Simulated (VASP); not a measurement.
Wanted: the native input for a VASP 6.6.1 run.

```
Task                   : single point
Functional             : PBEsol
Potentials or basis    : VASP PAW PBE potentials, release 64 (Ti_sv, B)
Cutoff                 : 520 eV
k mesh                 : 15 × 15 × 14
Occupations            : gaussian, width 0.1 eV
Spin                   : no spin polarisation
Dipole correction      : no
Further INCAR settings : ALGO = Normal; EDIFF = 1e-06; NBANDS = 16
```

The structure of TiB2 lies in POSCAR:

```
TiB2
1.0
    3.0672752230      0.0000000000      0.0000000000
   -1.5336376115      2.6563382635      0.0000000000
    0.0000000000      0.0000000000      3.0752769880
Ti B
1 2
Direct
    0.0000000000      0.0000000000      0.0131416203
    0.3333333333      0.6666666667      0.4934291899
    0.6666666667      0.3333333333      0.4934291899
```

This cell differs from its parent crystal: strained and its atoms moved.

One way to write it, as run:

INCAR

```
SYSTEM = TiB2
PREC = Accurate
ENCUT = 520
EDIFF = 1E-6
ISMEAR = 0
SIGMA = 0.1
LREAL = .FALSE.
LASPH = .TRUE.
NELM = 80
ALGO = Normal
ISIF = 2
LWAVE = .FALSE.
LCHARG = .FALSE.
GGA = PS
NBANDS = 16
```

KPOINTS

```
regular mesh
0
G
  15 15 14
  0 0 0
```

Potentials or basis: VASP PAW PBE potentials, release 64 (Ti_sv, B).

Command:

```console
$ cat potpaw_PBE.64/Ti_sv/POTCAR potpaw_PBE.64/B/POTCAR > POTCAR
$ mpirun -np 1 vasp_std > vasp.out
```

Results of the run:

| Quantity | Value |
| --- | --- |
| Pressure | -0.1 GPa |
| Largest force | 1.013 eV/Å |
| Band gap on the k mesh | zero (bands 9 and 10 overlap by 1.16 eV) |

Caveat: the cell differs from its parent crystal (strained and its atoms moved); the stress differs along the axes, from -7 to 14 GPa; the PAW data sets were made with another functional, which shifts forces and pressure a little.

Wall time 68 s on 1 thread of AMD EPYC 7R13 Processor (Zen 3) (shared host), peak memory 0.17 GiB.
